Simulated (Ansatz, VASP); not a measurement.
This is a calculation of SnO2 for VASP 6.6.1.

The input INCAR:

```
SYSTEM = SnO2
PREC = Accurate ; ENCUT = 520
EDIFF = 1E-6 ; ISMEAR = -1
SIGMA = 0.05 ; LREAL = .False.
LASPH = .True. ; NELM = 80
ALGO = Normal ; ISIF = 2
LWAVE = .False. ; LCHARG = .False.
GGA = PE ; NBANDS = 20
```

The input KPOINTS:

```
regular mesh
0
Gamma
  9 6 5
  0 0 0
```

Contents of POSCAR:

```
SnO2
1.0
    2.9615532949      0.0000000000      0.0000000000
    0.0000000000      4.8633315622      0.0000000000
    0.0000000000      0.0000000000      5.8549469883
Sn O
1 2
Direct
    0.5000000000      0.5000000000      0.0000000000
    0.0000000000      0.5000000000      0.7757200000
    0.0000000000      0.5000000000      0.2242800000
```

Potentials or basis: VASP PAW PBE potentials, release 64 (Sn_d, O).

The run is started by

```bash
$ cat potpaw_PBE.64/Sn_d/POTCAR potpaw_PBE.64/O/POTCAR > POTCAR
$ mpirun -np 1 vasp_std > vasp.out
```

Problem. Translate it to Ansatz 0.2.0. Potentials there: all-electron LAPW, scalar-relativistic.

Solution. As run (the cutoff follows the program's own potentials):

The input input.yaml:

```yaml
crystal:
  lattice:
    - [2.9615532949, 0.0, 0.0]
    - [0.0, 4.8633315622, 0.0]
    - [0.0, 0.0, 5.8549469883]
  atoms:
    - { symbol: Sn, position: [0.5, 0.5, 0.0] }
    - { symbol: O, position: [0.0, 0.5, 0.77572] }
    - { symbol: O, position: [0.0, 0.5, 0.22428] }
kpoints:
  mp_grid: { grid: [9, 6, 5] }
scf:
  occupations: { method: fermi_dirac, width: 0.05 }
hamiltonian:
  xc: pbe
  pseudopotentials: { kind: all_electron, lapw: { basis_error: 0.001 } }
output:
  forces: true
  stress: true
  eigenvalues: true
```

Potentials or basis: all-electron LAPW, scalar-relativistic.

Run with:

```console
$ ansatz run input.yaml --threads 2 --pin off --max-ram 6144MiB --backend cpu --events-out ev --progress --plain --runs-dir out
```

Both were run:

|  | VASP | Ansatz | Ansatz less VASP |
| --- | --- | --- | --- |
| gap on the k mesh at the Fermi level (eV) | 1.31 | 1.35 | +0.038 |
| least direct gap on the mesh (eV) | 1.86 | 1.89 | +0.026 |
| pressure (GPa) | 5.0 | 4.7 | -0.35 |
| traceless stress, the component that is largest in VASP (GPa) | -4.52 | -4.08 | +0.441 |
| rms of the force components (eV/Å) | 0.498 | 0.447 | -0.0517 |

Atom by atom the forces differ by 0.052 eV/Å (rms over components). Ansatz ran all-electron here, and VASP with PAW potentials.
